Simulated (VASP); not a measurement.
A run of VASP 6.6.1 is set up as follows.

The input INCAR:

```
SYSTEM = Tl
  ALGO = Normal
  EDIFF = 1E-8
  ENCUT = 520
  GGA = PE
  ISIF = 2
  ISMEAR = -1
  LASPH = .TRUE.
  LCHARG = .FALSE.
  LEFG = .TRUE.
  LREAL = .FALSE.
  LWAVE = .FALSE.
  NBANDS = 12
  NELM = 60
  PREC = Accurate
  SIGMA = 0.05
```

KPOINTS

```
k-points
0
G
  10 10 10
  0 0 0
```

The input POSCAR:

```
Tl
1.0
    0.0000000000      2.1650000000      2.1650000000
    2.1650000000      0.0000000000      2.1650000000
    2.1650000000      2.1650000000      0.0000000000
Tl
1
Direct
    0.0000000000      0.0000000000      0.0000000000
```

Potentials or basis: VASP PAW PBE potentials, release 64 (Tl_d).

Run with:

```sh
$ cat potpaw_PBE.64/Tl_d/POTCAR > POTCAR
$ mpirun -np 1 vasp_std > vasp.out
```

Task: What does it give for the pressure?

Result: 37.1 GPa.

Task: Estimate the band gap on the k mesh.

Result: Zero (an odd number of electrons rules out a gap without spin polarisation).

Caveat: the cell stands under pressure; spin-orbit coupling is left out, which moves the levels of the heavy elements.
